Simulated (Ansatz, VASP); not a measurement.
**Ti in VASP and in Ansatz**

Contents of INCAR:

```
SYSTEM = Ti
  PREC = Accurate
  ENCUT = 520
  EDIFF = 1E-6
  ISMEAR = 0
  SIGMA = 0.15
  LREAL = .False.
  LASPH = .True.
  NELM = 60
  ALGO = Fast
  ISIF = 2
  LWAVE = .False.
  LCHARG = .True.
  GGA = PS
  LELF = .True.
  LVHAR = .True.
  NBANDS = 25
```

File KPOINTS:

```
Automatic mesh
0
Gamma
  12 12 18
  0 0 0
```

POSCAR

```
Ti
1.0
    4.5152900637      0.0000000000      0.0000000000
   -2.2576450318      3.9103559006      0.0000000000
    0.0000000000      0.0000000000      2.9387333371
Ti
3
Direct
    0.0000000000      0.0000000000      0.0000000000
    0.3333333333      0.6666666667      0.5000000000
    0.6666666667      0.3333333333      0.5000000000
```

Input for Ansatz:

```yaml
crystal:
  lattice:
    - [4.5152900637, 0.0, 0.0]
    - [-2.2576450318, 3.9103559006, 0.0]
    - [0.0, 0.0, 2.9387333371]
  atoms:
    - { symbol: Ti, position: [0.0, 0.0, 0.0] }
    - { symbol: Ti, position: [0.3333333333, 0.6666666667, 0.5] }
    - { symbol: Ti, position: [0.6666666667, 0.3333333333, 0.5] }
basis:
  ecutwfc: 420
kpoints:
  mp_grid: { grid: [12, 12, 18] }
hamiltonian:
  xc: pbesol
scf:
  occupations: { method: gaussian, width: 0.15 }
output:
  forces: true
  stress: true
  eigenvalues: true
```

Change from the starting cell: strain +0.000 along x and y, +0.050 along z, atoms carried along.

Alike in both runs: task single point; functional PBEsol; k mesh 12 × 12 × 18; occupations gaussian, width 0.15 eV; no spin polarisation.

|  | VASP | Ansatz |
| --- | --- | --- |
| version | VASP 6.6.1 | Ansatz 0.2.0 |
| potentials or method | VASP PAW PBE potentials, release 64 (Ti_sv), cutoff 520 eV | scalar-relativistic, plane waves, PAW |
| valence electrons in the cell | 36 | 36 |

```csv
,VASP,Ansatz,Ansatz less VASP
gap on the k mesh at the Fermi level (eV),none,none,-
pressure (GPa),-5.7,-5.4,+0.27
"traceless stress, the component that is largest in VASP (GPa)",-5.63,-5.66,-0.034
```

VASP's potentials were made for PBE, not for PBEsol. A gap of «none» marks a metal or a gap that the smearing closes.
